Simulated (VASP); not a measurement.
The system is Ge.

```
Ge
1.0
     1.39715   -2.60052    0.00000
     1.39715    2.60052    0.00000
     0.00000    0.00000    2.69823
Ge
1
Direct
  0.50000 0.50000 0.00000
```

* Program: VASP 6.6.1
* Task: relaxation of cell and atoms
* Functional: PBEsol
* Dispersion: D4
* Potentials or basis: VASP PAW PBE potentials, release 64 (Ge_d)
* Cutoff: 600 eV
* k mesh: 11 × 11 × 10
* Occupations: fermi-dirac, width 0.05 eV
* Spin: no spin polarisation

At the start: pressure -5.8 GPa; volume 19.61 Å³/atom.

Q: Where does the relaxation end?

A: Over 10 steps the energy falls by 36.5 meV/atom and the volume is 17.96 Å³/atom (-8.4 %); space group Cmmm (No. 65, to 0.05 Å).

Step by step:
| step | energy change (eV) | largest force (eV/Å) | pressure (GPa) | volume (Å³) |
| --- | --- | --- | --- | --- |
| 1 | 0.0000 | 0.0000 | -5.85 | 19.61 |
| 2 | -0.0325 | 0.0000 | 1.60 | 17.64 |
| 3 | -0.0337 | 0.0000 | 0.27 | 17.94 |
| 4 | -0.0357 | 0.0000 | 0.09 | 17.95 |
| 5 | -0.0363 | 0.0000 | 0.02 | 17.95 |
| 6 | -0.0365 | 0.0000 | -0.03 | 17.96 |
| 7 | -0.0365 | 0.0000 | 0.00 | 17.96 |
| 8 | -0.0365 | 0.0000 | -0.01 | 17.96 |
| 9 | -0.0365 | 0.0000 | -0.01 | 17.96 |
| 10 | -0.0365 | 0.0000 | 0.03 | 17.96 |

Final structure:
```
Ge
1.0
     1.38699   -2.44434    0.00000
     1.38699    2.44434    0.00000
     0.00000    0.00000    2.64866
Ge
1
Cartesian
  1.3870 0.0000 0.0000
```

Caveat: the PAW data sets were made with another functional, which shifts forces and pressure a little; pairwise dispersion overbinds metals, which lowers pressure and volume.
